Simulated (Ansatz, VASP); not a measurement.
**K2Ni in VASP and in Ansatz**

Contents of INCAR:

```
PREC = Accurate
ENCUT = 600
EDIFF = 1E-6
ISMEAR = 0
SIGMA = 0.1
LREAL = F
LASPH = T
NELM = 100
ALGO = Normal
ISIF = 3
LWAVE = F
LCHARG = F
GGA = PE
IBRION = 2
NSW = 100
EDIFFG = -0.005
```

Contents of KPOINTS:

```
Automatic mesh
0
Gamma
  10 10 10
```

POSCAR

```
K2Ni
1.0
    0.0000000000      3.7144851951      3.7144851951
    3.7144851951      0.0000000000      3.7144851951
    3.7144851951      3.7144851951      0.0000000000
K Ni
2 1
Direct
    0.7500000000      0.7500000000      0.7500000000
    0.2500000000      0.2500000000      0.2500000000
    0.0000000000      0.0000000000      0.0000000000
```

Input for Ansatz:

```yaml
crystal:
  lattice:
    - [0.0, 3.7144851951, 3.7144851951]
    - [3.7144851951, 0.0, 3.7144851951]
    - [3.7144851951, 3.7144851951, 0.0]
  atoms:
    - { symbol: K, position: [0.75, 0.75, 0.75] }
    - { symbol: K, position: [0.25, 0.25, 0.25] }
    - { symbol: Ni, position: [0.0, 0.0, 0.0] }
basis:
  ecutwfc: 420
kpoints:
  mp_grid: { grid: [10, 10, 10] }
hamiltonian:
  xc: pbe
scf:
  occupations: { method: gaussian, width: 0.1 }
output:
  forces: true
  stress: true
  eigenvalues: true
relax:
  adjacent_minimum: "off"
  f_tol: 0.005
  max_steps: 80
  cell: { stress_tol: 0.05 }
```

Alike in both runs: task relaxation of cell and atoms; functional PBE; k mesh 10 × 10 × 10; occupations gaussian, width 0.1 eV; no spin polarisation.

|  | VASP | Ansatz |
| --- | --- | --- |
| version | VASP 6.6.1 | Ansatz 0.2.0 |
| potentials or method | VASP PAW PBE potentials, release 64 (K_sv, Ni), cutoff 600 eV | scalar-relativistic, plane waves, PAW |
| valence electrons in the cell | 28 | 36 |

|  | VASP | Ansatz | Ansatz less VASP |
| --- | --- | --- | --- |
| gap on the k mesh at the Fermi level, each at its own relaxed structure (eV) | none | none | - |
| relaxed volume (Å³/atom) | 40.02 | 39.90 | -0.116 |
| relaxed cell length with the largest relative difference (Å) | 5.537 | 5.532 | -0.0054 |

A gap of «none» marks a metal or a gap that the smearing closes. VASP's potentials hold 28 valence electrons a cell and Ansatz's 36, so a difference there can come from the potentials and not from the codes.

Noted on VASP's run: the volume moved by over 15 % at a fixed basis, so the end points are rough.
